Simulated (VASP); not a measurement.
NbCu: single point with PBEsol

Crystal: NbCu.

```
Nb Cu
1.0
     0.00000    2.44570    2.44570
     2.44570    0.00000    2.44570
     2.44570    2.44570    0.00000
Nb Cu
1 1
Direct
  0.00000 0.00000 0.00000
  0.50000 0.50000 0.50000
```

```yaml
Program: VASP 6.6.1
Task: single point
Functional: PBEsol
Potentials_or_basis: VASP PAW PBE potentials, release 64 (Nb_sv, Cu)
Cutoff: 520 eV
k_mesh: 9 × 9 × 9
Occupations: fermi-dirac, width 0.05 eV
Spin: no spin polarisation
Dipole_correction: no
Further_INCAR_settings: ALGO = Fast; EDIFF = 1e-07; NBANDS = 19
```

```
Pressure               : 19.9 GPa
Band gap on the k mesh : zero (band 12 reaches 11.29 eV, above the bottom of band 13 at 9.04 eV)
```

Levels at points of the mesh, in eV from the Fermi level:
```csv
k point,band 10,band 11,band 12,band 13,band 14,band 15
"(0.00, 0.00, 0.00)",-4.66,1.22,1.22,1.22,2.95,2.95
```

Run time: 26 s on 1 thread of Intel(R) Xeon(R) 6975P-C (Granite Rapids) (shared host), peak memory 0.16 GiB.

Caveat: the PAW data sets were made with another functional, which shifts forces and pressure a little.
